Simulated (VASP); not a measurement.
A run of VASP 6.6.1:

Contents of INCAR:

```
SYSTEM = CuAg4Au7
PREC = Accurate
ENCUT = 520
EDIFF = 1E-6
ISMEAR = 0
SIGMA = 0.1
LREAL = .FALSE.
LASPH = .TRUE.
NELM = 60
ALGO = Fast
ISIF = 2
LWAVE = .FALSE.
LCHARG = .TRUE.
GGA = PE
LELF = .TRUE.
LVHAR = .TRUE.
ISYM = 0
NBANDS = 78
```

File KPOINTS:

```
Automatic mesh
0
G
  4 4 3
  0 0 0
```

The input POSCAR:

```
CuAg4Au7
1.0
   -4.1606672252     -4.1986164623      0.0084964160
   -0.0063401685      4.1964398648      4.2003692333
   -3.9720724794      4.0157508180     -4.0140715455
Cu Ag Au
1 4 7
Direct
    0.3328079236      0.6666467877      0.6661409870
    0.8327994535      0.1666674054      0.6661415741
    0.3328515077      0.1666659465      0.6661394862
    0.0013982342      0.5007219170      0.9962399957
    0.6642014554      0.8325548946      0.3360430539
    0.4955708639      0.9936603461      0.9932880900
    0.0007096772      0.0007269003      0.0040055139
    0.6649347659      0.3325708548      0.3282834087
    0.1700844447      0.3396850963      0.3390113624
    0.4948286601      0.5039365621      0.9885190202
    0.8328191735      0.6666137457      0.6661392148
    0.1708439968      0.8293478270      0.3437722467
```

Potentials or basis: VASP PAW PBE potentials, release 64 (Cu, Ag, Au).

The run is started by

```console
$ cat potpaw_PBE.64/Cu/POTCAR potpaw_PBE.64/Ag/POTCAR potpaw_PBE.64/Au/POTCAR > POTCAR
$ mpirun -np 1 vasp_std > vasp.out
```

Hardware: 1 thread of Intel(R) Xeon(R) Platinum 8488C (Sapphire Rapids), with other jobs on the host.

Q: How long does it take, and how much memory?

A: It took 8 min on 1 thread of Intel(R) Xeon(R) Platinum 8488C (Sapphire Rapids), with other jobs on the host, peak memory 0.57 GiB. Counts: scf iterations 18, k points 26.
